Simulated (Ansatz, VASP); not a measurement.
Two plane-wave programs on Li2C

```
Li C
1.0
    -1.34346    1.34346    3.69237
     1.34346   -1.34346    3.69237
     1.34346    1.34346   -3.69237
Li C
2 1
Direct
  0.64725 0.64725 0.00000
  0.35275 0.35275 0.00000
  0.00000 0.00000 0.00000
```

Alike in both runs: functional PBE; k mesh 8 × 8 × 8; occupations gaussian, width 0.1 eV; no spin polarisation.

Ansatz relaxed the structure, and its values are those at the end. VASP's run is a single point on that final structure, the one shown.

```csv
,VASP,Ansatz
version,VASP 6.6.1,Ansatz 0.2.0
potentials or method,"VASP PAW PBE potentials, release 64 (Li_sv, C), cutoff 520 eV","scalar-relativistic, plane waves, PAW"
valence electrons in the cell,10,10
```

Ansatz gave:

* gap on the k mesh at the Fermi level (eV): none
* rms of the force components (eV/Å): 0.010

Estimate VASP's values.

gap on the k mesh at the Fermi level (eV): none; rms of the force components (eV/Å): 0.006.

A gap of «none» marks a metal or a gap that the smearing closes. With one functional, cell and mesh, what is left measures potentials, basis and numerics.

The k mesh is coarse, so the values compare programs but aren't converged. Noted on VASP's run: the cutoff is short for stress, so the pressure is rough.
